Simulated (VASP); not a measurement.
A run of VASP 6.6.1 is set up as follows.

INCAR

```
SYSTEM = Cu
ALGO     = Normal         ! electronic algorithm
EDIFF    = 1E-7           ! SCF threshold, eV
ENCUT    = 520            ! plane-wave cutoff, eV
GGA      = PS             ! functional
ISIF     = 2              ! what is computed and relaxed
ISMEAR   = -1             ! smearing method
LASPH    = .True.         ! aspherical terms in the spheres
LCHARG   = .False.        ! write CHGCAR
LREAL    = .False.        ! projectors in reciprocal space
LWAVE    = .False.        ! write WAVECAR
NBANDS   = 12             ! bands
NELM     = 60             ! most SCF steps
PREC     = Accurate       ! precision mode
SIGMA    = 0.1            ! smearing width, eV
```

Contents of KPOINTS:

```
k-points
0
Gamma
  14 14 14
  0 0 0
```

File POSCAR:

```
Cu
1.0
   -1.4802851239      1.4802851239      1.4118397081
    1.4802851239     -1.4802851239      1.4118397081
    1.4802851239      1.4802851239     -1.4118397081
Cu
1
Direct
    0.0000000000      0.0000000000      0.0000000000
```

Potentials or basis: VASP PAW PBE potentials, release 64 (Cu).

The run is started by

```sh
$ cat potpaw_PBE.64/Cu/POTCAR > POTCAR
$ mpirun -np 1 vasp_std > vasp.out
```

Problem. Estimate the pressure.

Solution. -10.7 GPa.

Stress tensor (GPa, compression positive):
```
-10.53   0.00   0.00
  0.00 -10.53   0.00
  0.00   0.00 -11.06
```

Caveat: the PAW data sets were made with another functional, which shifts forces and pressure a little.
